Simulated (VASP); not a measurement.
# VN (Fm-3m) in VASP: further runs

Runs on VN. Level: PBE. Tasks: single point.

All numbers are computed with VASP 6.6.1; they aren't measurements. Logs are shortened: lines on timing, memory, paths and dates and some standing lists are left out, and cuts for length are marked.

## Step 1: The cell of the first run

Symmetry: Fm-3m, No. 225, cubic system. Conventional cell: a = 4.125 Å, b = 4.125 Å, c = 4.125 Å, α = 90.00°, β = 90.00°, γ = 90.00°. V (site symmetry m-3m) has 6 N at 2.06 Å within 2.7 Å. Within 2.7 Å of N (site symmetry m-3m) lie 6 V at 2.06 Å.

## Step 2: Single point, PBE, collinear spin, ferromagnetic start

The input, INCAR:

```
SYSTEM = VN
PREC = Accurate ; ENCUT = 600
EDIFF = 1E-6 ; ISMEAR = 1
SIGMA = 0.1 ; LREAL = .False.
LASPH = .True. ; NELM = 200
ALGO = Normal ; ISIF = 2
LWAVE = .False. ; LCHARG = .True.
ISPIN = 2 ; MAGMOM = 0.3 0
LORBIT = 11 ; LMAXMIX = 4
GGA = PE ; LELF = .True.
LVHAR = .True. ; NBANDS = 20
GGA_COMPAT = .False.
```

The input, KPOINTS:

```
Automatic mesh
0
Gamma
  2 2 2
  0 0 0
```

The input, POSCAR:

```
VN
1.0
    0.0000000000      2.0624650000      2.0624650000
    2.0624650000      0.0000000000      2.0624650000
    2.0624650000      2.0624650000      0.0000000000
V N
1 1
Direct
    0.0000000000      0.0000000000      0.0000000000
    0.5000000000      0.5000000000      0.5000000000
```

Potentials or basis: VASP PAW PBE potentials, release 64 (V_sv, N).

Run with:

```bash
> cat potpaw_PBE.64/V_sv/POTCAR potpaw_PBE.64/N/POTCAR > POTCAR
> mpirun -np 1 vasp_std > vasp.out
```

OUTCAR:

```text
SYSTEM = VN
   PREC = Accurate
   ENCUT = 600
   EDIFF = 1E-6
   ISMEAR = 1
   LREAL = .False.
   LASPH = .True.
   NELM = 200
   ISIF = 2
   ISPIN = 2
   LORBIT = 11
   GGA = PE

 ion  position               nearest neighbor table
   1  0.000  0.000  0.000-   2 2.06   2 2.06   2 2.06   2 2.06   2 2.06   2 2.06
   2  0.500  0.500  0.500-   1 2.06   1 2.06   1 2.06   1 2.06   1 2.06   1 2.06

  LATTYP: Found a face centered cubic cell.
 ALAT       =     4.1249300000

  Lattice vectors:

 A1 = (   0.0000000000,   2.0624650000,   2.0624650000)
 A2 = (   2.0624650000,   0.0000000000,   2.0624650000)
 A3 = (   2.0624650000,   2.0624650000,   0.0000000000)

Analysis of symmetry for initial positions (statically):
=====================================================================
 Subroutine PRICEL returns:
 Original cell was already a primitive cell.

 Routine SETGRP: Setting up the symmetry group for a
 face centered cubic supercell.

 Subroutine GETGRP returns: Found 48 space group operations
 (whereof 48 operations were pure point group operations)
 out of a pool of 48 trial point group operations.

The static configuration has the point symmetry O_h .

Analysis of symmetry for dynamics (positions and initial velocities):
=====================================================================
 Subroutine PRICEL returns:
 Original cell was already a primitive cell.

 Routine SETGRP: Setting up the symmetry group for a
 face centered cubic supercell.

 Subroutine GETGRP returns: Found 48 space group operations
 (whereof 48 operations were pure point group operations)
 out of a pool of 48 trial point group operations.

The dynamic configuration has the point symmetry O_h .

Analysis of structural, dynamic, and magnetic symmetry:
=====================================================================
 Subroutine PRICEL returns:
 Original cell was already a primitive cell.

 Routine SETGRP: Setting up the symmetry group for a
 face centered cubic supercell.

 Subroutine GETGRP returns: Found 48 space group operations
 (whereof 48 operations were pure point group operations)
 out of a pool of 48 trial point group operations.

The overall configuration has the point symmetry O_h .

 Subroutine INISYM returns: Found 48 space group operations
 (whereof 48 operations are pure point group operations),
 and found     1 'primitive' translations

----------------------------------------------------------------------------------------

                                     Primitive cell

  volume of cell :      17.5465

  direct lattice vectors                    reciprocal lattice vectors
     0.000000000  2.062465000  2.062465000    -0.242428356  0.242428356  0.242428356
     2.062465000  0.000000000  2.062465000     0.242428356 -0.242428356  0.242428356
     2.062465000  2.062465000  0.000000000     0.242428356  0.242428356 -0.242428356

  length of vectors
     2.916765975  2.916765975  2.916765975     0.419898230  0.419898230  0.419898230

  position of ions in fractional coordinates (direct lattice)
     0.000000000  0.000000000  0.000000000
     0.500000000  0.500000000  0.500000000

  ion indices of the primitive-cell ions
   primitive index   ion index
                 1           1
                 2           2

----------------------------------------------------------------------------------------

 KPOINTS: Automatic mesh

Automatic generation of k-mesh.
 Grid dimensions read from file:
 generate k-points for:    2    2    2

 Generating k-lattice:

  Cartesian coordinates                     Fractional coordinates (reciprocal lattice)
    -0.121214178  0.121214178  0.121214178     0.500000000  0.000000000  0.000000000
     0.121214178 -0.121214178  0.121214178     0.000000000  0.500000000  0.000000000
     0.121214178  0.121214178 -0.121214178     0.000000000  0.000000000  0.500000000

  Length of vectors
     0.209949115  0.209949115  0.209949115

  Shift w.r.t. Gamma in fractional coordinates (k-lattice)
     0.000000000  0.000000000  0.000000000

 Subroutine IBZKPT returns following result:
 ===========================================

 Found      3 irreducible k-points:

 Following reciprocal coordinates:
            Coordinates               Weight
  0.000000  0.000000  0.000000      1.000000
  0.500000  0.000000  0.000000      4.000000
  0.500000  0.500000  0.000000      3.000000
   k-points           NKPTS =      3   k-points in BZ     NKDIM =      3   number of bands    NBANDS=     20
   number of dos      NEDOS =    301   number of ions     NIONS =      2
   total plane-waves  NPLWV =  13824
   dimension x,y,z NGX =    24 NGY =   24 NGZ =   24
   dimension x,y,z NGXF=    48 NGYF=   48 NGZF=   48
   ions per type =               1   1
   NGX,Y,Z   is equivalent  to a cutoff of  13.68, 13.68, 13.68 a.u.
   NGXF,Y,Z  is equivalent  to a cutoff of  27.36, 27.36, 27.36 a.u.
 SYSTEM =  VN
   PREC   = accura    normal or accurate (medium, high low for compatibility)
   ISTART =      0    job   : 0-new  1-cont  2-samecut
   ICHARG =      2    charge: 1-file 2-atom 10-const
   ISPIN  =      2    spin polarized calculation?
   LNONCOLLINEAR =      F non collinear calculations
   LSORBIT =      F    spin-orbit coupling
   LASPH  =      T    aspherical Exc in radial PAW
   ENCUT  =  600.0 eV  44.10 Ry    6.64 a.u.   5.83  5.83  5.83*2*pi/ulx,y,z
   NELM   =    200;   NELMIN=  2; NELMDL= -5     # of ELM steps
   EDIFF  = 0.1E-05   stopping-criterion for ELM
   LREAL  =      F    real-space projection
   EDIFFG = 0.1E-04   stopping-criterion for IOM
   NSW    =      0    number of steps for IOM
   IBRION =     -1    ionic relax: 0-MD 1-quasi-New 2-CG
   NFREE  =      0    steps in history (QN), initial steepest desc. (CG)
   ISIF   =      2    stress and relaxation
   ISYM   =      2    0-nonsym 1-usesym 2-fastsym
   POTIM  = 0.5000    time-step for ionic-motion
   TEBEG  =    0.0;   TEEND  =   0.0 temperature during run
   PSTRESS=    0.0 pullay stress
   NELECT =      18.0000    total number of electrons
   NUPDOWN=      -1.0000    fix difference up-down
   EMIN   =  10.00;   EMAX   =-10.00  energy-range for DOS
   EFERMI =   0.00;   METHOD = LEGACY
   ISMEAR =     1;   SIGMA  =   0.10  broadening in eV -4-tet -1-fermi 0-gaus
   EFERMI_NEDOS =   21; number of points for ismear=-14 and -15
   IALGO  =     38    algorithm
   IMIX   =      4    mixing-type and parameters
     AMIX     =   0.40;   BMIX     =  1.00
     AMIX_MAG =   1.60;   BMIX_MAG =  1.00
  volume/ion in A,a.u.               =       8.77        59.20
  Fermi-wavevector in a.u.,A,eV,Ry     =   1.651084  3.120096 37.090533  2.726077
  Thomas-Fermi vector in A             =   2.739923
   LORBIT       =     11    0 simple, 1 ext, 2 COOP (PROOUT), +10 PAW based schemes
   GGA     = PE    functional components
   LHFCALC =     F    Hartree Fock is set to
   AEXX    =    0.0000 exact exchange contribution
   IVDW    =     0    specifies the selected vdW correction
   LEPSILON=     F    determine dielectric tensor
   LRPA    =     F    only Hartree local field effects (RPA)
 spin polarized calculation
 Methfessel and Paxton  Order N= 1 SIGMA  =   0.10
  energy-cutoff  :      600.00
  volume of cell :       17.55
 maximum number of plane-waves:       588
 NGX is ok and might be reduce to    24
   NGX = 11   NGY = 11   NGZ = 11

 number of electron      18.0000005 magnetization      -0.0025879

 number of electron      18.0000005 magnetization       0.0028226

 Free energy of the ion-electron system (eV)
  ---------------------------------------------------
  ext. energy  EPLUGINS =         0.00000000
  ---------------------------------------------------
  free energy    TOTEN  =       -18.93874090 eV

  energy without entropy =      -18.94019261  energy(sigma->0) =      -18.93922480

 E-fermi :  10.9673     XC(G=0): -13.5779

 val. band max:       10.8850862406   @ k =   0.0000   0.0000   0.0000
 cond. band min:      11.7984098672   @ k =   0.5000   0.5000   0.0000
 fundamental gap:      0.9133236267
 Fermi energy:        10.9673320152

 spin component 1

 k-point     1 :       0.0000    0.0000    0.0000
  band No.  band energies     occupation
      1     -54.3155      1.00000
      2     -27.9112      1.00000
      3     -27.9112      1.00000
      4     -27.9112      1.00000
      5      -5.5652      1.00000
      6       9.8875      1.00000
[... 12 lines left out ...]
     19      39.3138      0.00000
     20      39.3138      0.00000

 k-point     2 :       0.5000    0.0000    0.0000
  band No.  band energies     occupation
      1     -54.2467      1.00000
      2     -28.3660      1.00000
      3     -27.9561      1.00000
      4     -27.9561      1.00000
      5      -2.7512      1.00000
      6       3.2443      1.00000
[... 12 lines left out ...]
     19      39.4150      0.00000
     20      39.4547      0.00000

 k-point     3 :       0.5000    0.5000    0.0000
  band No.  band energies     occupation
      1     -54.2245      1.00000
      2     -28.3033      1.00000
      3     -28.0638      1.00000
      4     -28.0638      1.00000
      5      -3.6949      1.00000
      6       5.6026      1.00000
[... 12 lines left out ...]
     19      39.5350      0.00000
     20      42.0985      0.00000
 Fermi energy:        10.9673320152

 spin component 2

 k-point     1 :       0.0000    0.0000    0.0000
  band No.  band energies     occupation
      1     -54.3132      1.00000
      2     -27.9088      1.00000
      3     -27.9088      1.00000
      4     -27.9088      1.00000
      5      -5.5650      1.00000
      6       9.8890      1.00000
[... 12 lines left out ...]
     19      39.3154      0.00000
     20      39.3154      0.00000

 k-point     2 :       0.5000    0.0000    0.0000
  band No.  band energies     occupation
      1     -54.2444      1.00000
      2     -28.3636      1.00000
      3     -27.9537      1.00000
      4     -27.9537      1.00000
      5      -2.7512      1.00000
      6       3.2450      1.00000
[... 12 lines left out ...]
     19      39.4155      0.00000
     20      39.4562      0.00000

 k-point     3 :       0.5000    0.5000    0.0000
  band No.  band energies     occupation
      1     -54.2222      1.00000
      2     -28.3009      1.00000
      3     -28.0614      1.00000
      4     -28.0614      1.00000
      5      -3.6946      1.00000
      6       5.6029      1.00000
[... 12 lines left out ...]
     19      39.5363      0.00000
     20      42.0986      0.00000

------------------------ aborting loop because EDIFF is reached ----------------------------------------

  FORCE on cell =-STRESS in cart. coord.  units (eV):
  Direction    XX          YY          ZZ          XY          YZ          ZX
  --------------------------------------------------------------------------------------
  -------------------------------------------------------------------------------------
  Total       -0.0869286     -0.0869286     -0.0869286      0.0000000      0.0000000     -0.0000000
  in kB       -7.9374916     -7.9374916     -7.9374916      0.0000000      0.0000000     -0.0000000
  external PRESSURE =      -7.9374916 kB  Pullay stress =       0.0000000 kB

 VOLUME and BASIS-vectors are now :
 -----------------------------------------------------------------------------
  energy-cutoff  :      600.00
  volume of cell :       17.55
      direct lattice vectors                 reciprocal lattice vectors
     0.000000000  2.062465000  2.062465000    -0.242428356  0.242428356  0.242428356
     2.062465000  0.000000000  2.062465000     0.242428356 -0.242428356  0.242428356
     2.062465000  2.062465000  0.000000000     0.242428356  0.242428356 -0.242428356

 POSITION                                       TOTAL-FORCE (eV/Angst)
 -----------------------------------------------------------------------------------
      0.00000      0.00000      0.00000        -0.000000      0.000000      0.000000
      2.06246      2.06246      2.06246         0.000000     -0.000000     -0.000000
 -----------------------------------------------------------------------------------
    total drift:                                0.000000     -0.000000     -0.000000

  FREE ENERGIE OF THE ION-ELECTRON SYSTEM (eV)
  ---------------------------------------------------
  free  energy   TOTEN  =       -18.9387408993 eV

  energy  without entropy=      -18.9401926085  energy(sigma->0) =      -18.93922480

 total charge

# of ion       s       p       d       tot
------------------------------------------
    1        2.209   6.338   2.981  11.527
    2        1.204   2.608   0.000   3.812
--------------------------------------------------
tot          3.412   8.946   2.981  15.339

 magnetization (x)

# of ion       s       p       d       tot
------------------------------------------
    1        0.000   0.000   0.002   0.002
    2       -0.000  -0.000   0.000  -0.000
--------------------------------------------------
tot         -0.000  -0.000   0.002   0.002
```

Wall time 5.8 s (1 thread of Intel Xeon Platinum 8559C (Emerald Rapids), shared host); peak memory 0.14 GiB.

Results:

```
Free energy                                           : -18.9387 eV
Pressure                                              : -0.8 GPa
Band gap on the k mesh                                : zero (filled and empty bands overlap)
Net moment                                            : 0.00 μB per cell
Valence electrons inside the program's atomic spheres : V 11.53; N 3.81
```

Caveat: the k points lie up to 1.32 Å⁻¹ apart.

## Step 3: Single point, PBE, collinear spin, ferromagnetic start

The input, INCAR:

```
SYSTEM = VN
PREC = Accurate
ENCUT = 600
EDIFF = 1E-6
ISMEAR = 0
SIGMA = 0.1
LREAL = .FALSE.
LASPH = .TRUE.
NELM = 200
ALGO = Normal
ISIF = 2
LWAVE = .FALSE.
LCHARG = .FALSE.
ISPIN = 2
MAGMOM = -3 0
LORBIT = 11
LMAXMIX = 4
GGA = PE
NBANDS = 20
GGA_COMPAT = .FALSE.
```

The input, KPOINTS:

```
regular mesh
0
G
  2 2 2
  0 0 0
```

POSCAR is that of step 2.

Potentials or basis: VASP PAW PBE potentials, release 64 (V_sv, N).

Run with:

```bash
> cat potpaw_PBE.64/V_sv/POTCAR potpaw_PBE.64/N/POTCAR > POTCAR
> mpirun -np 1 vasp_std > vasp.out
```

Wall time 5 s (1 thread of Intel Xeon Platinum 8559C (Emerald Rapids), shared host); peak memory 0.14 GiB.

It converged, with:

| Quantity | Value |
| --- | --- |
| Free energy | -18.9402 eV |
| Pressure | -0.6 GPa |
| Band gap on the k mesh | zero (filled and empty bands overlap) |
| Net moment | 0.00 μB per cell |
| Valence electrons inside the program's atomic spheres | V 11.53; N 3.81 |

Levels at points of the mesh, in eV from the Fermi level:
Spin up:
| k point | band 7 | band 8 | band 9 | band 10 | band 11 | band 12 |
| --- | --- | --- | --- | --- | --- | --- |
| (0.00, 0.00, 0.00) | -1.45 | -1.45 | -0.97 | -0.97 | -0.97 | -0.46 |
| (0.50, 0.00, 0.00) | -5.33 | -5.33 | 0.55 | 0.55 | 1.66 | 5.42 |
| (0.50, 0.50, 0.00) | -3.59 | -2.52 | -2.52 | 0.46 | 1.12 | 1.12 |
Spin down:
```csv
k point,band 7,band 8,band 9,band 10,band 11,band 12
"(0.00, 0.00, 0.00)",-1.45,-1.45,-0.97,-0.97,-0.97,-0.46
"(0.50, 0.00, 0.00)",-5.33,-5.33,0.55,0.55,1.66,5.42
"(0.50, 0.50, 0.00)",-3.59,-2.52,-2.52,0.46,1.12,1.12
```

Caveat: the k points lie up to 1.32 Å⁻¹ apart. With open d or f shells a metallic result of PBE can be an artefact of self-interaction; +U or a hybrid may open a gap.

## Step 4: Single point, PBE, collinear spin, ferromagnetic start

The input, INCAR:

```
  PREC = Accurate
  ENCUT = 600
  EDIFF = 1E-6
  ISMEAR = 0
  SIGMA = 0.1
  LREAL = F
  LASPH = T
  NELM = 200
  ALGO = Normal
  ISIF = 2
  LWAVE = F
  LCHARG = F
  ISPIN = 2
  MAGMOM = 0.3 0
  LORBIT = 11
  LMAXMIX = 4
  GGA = PE
  NBANDS = 20
  GGA_COMPAT = F
```

The input, KPOINTS:

```
regular mesh
0
Gamma
  2 2 2
```

POSCAR is that of step 3.

Potentials or basis: VASP PAW PBE potentials, release 64 (V_sv, N).

Run with:

```bash
> cat potpaw_PBE.64/V_sv/POTCAR potpaw_PBE.64/N/POTCAR > POTCAR
> mpirun -np 1 vasp_std > vasp.out
```

OUTCAR:

```text
PREC = Accurate
   ENCUT = 600
   EDIFF = 1E-6
   ISMEAR = 0
   LREAL = F
   LASPH = T
   NELM = 200
   ISIF = 2
   ISPIN = 2
   LORBIT = 11
   GGA = PE

 ion  position               nearest neighbor table
   1  0.000  0.000  0.000-   2 2.06   2 2.06   2 2.06   2 2.06   2 2.06   2 2.06
   2  0.500  0.500  0.500-   1 2.06   1 2.06   1 2.06   1 2.06   1 2.06   1 2.06

  LATTYP: Found a face centered cubic cell.
 ALAT       =     4.1249300000

  Lattice vectors:

 A1 = (   0.0000000000,   2.0624650000,   2.0624650000)
[... 330 lines left out ...]
  external PRESSURE =      -8.5539076 kB  Pullay stress =       0.0000000 kB

 VOLUME and BASIS-vectors are now :
 -----------------------------------------------------------------------------
  energy-cutoff  :      600.00
  volume of cell :       17.55
      direct lattice vectors                 reciprocal lattice vectors
     0.000000000  2.062465000  2.062465000    -0.242428356  0.242428356  0.242428356
     2.062465000  0.000000000  2.062465000     0.242428356 -0.242428356  0.242428356
     2.062465000  2.062465000  0.000000000     0.242428356  0.242428356 -0.242428356

 POSITION                                       TOTAL-FORCE (eV/Angst)
 -----------------------------------------------------------------------------------
      0.00000      0.00000      0.00000        -0.000000     -0.000000     -0.000000
      2.06246      2.06246      2.06246         0.000000      0.000000      0.000000
 -----------------------------------------------------------------------------------
    total drift:                                0.000000     -0.000000     -0.000000

  FREE ENERGIE OF THE ION-ELECTRON SYSTEM (eV)
  ---------------------------------------------------
  free  energy   TOTEN  =       -18.9401907735 eV

  energy  without entropy=      -18.9401907735  energy(sigma->0) =      -18.94019077

 total charge

# of ion       s       p       d       tot
------------------------------------------
    1        2.209   6.338   2.981  11.527
    2        1.204   2.608   0.000   3.812
--------------------------------------------------
tot          3.412   8.946   2.981  15.339

 magnetization (x)

# of ion       s       p       d       tot
------------------------------------------
    1        0.000   0.000   0.000   0.000
    2        0.000  -0.000   0.000  -0.000
--------------------------------------------------
tot          0.000   0.000   0.000   0.000
```

Run time: 4.4 s. Hardware: 1 thread of Intel Xeon Platinum 8559C (Emerald Rapids), shared host; peak memory 0.14 GiB.

Results:

- Free energy: -18.9402 eV
- Pressure: -0.9 GPa
- Band gap on the k mesh: zero (filled and empty bands overlap)
- Net moment: 0.00 μB per cell
- Valence electrons inside the program's atomic spheres: V 11.53; N 3.81

Caveat: the k points lie up to 1.32 Å⁻¹ apart.

(Part 1 of 2 ends here.)
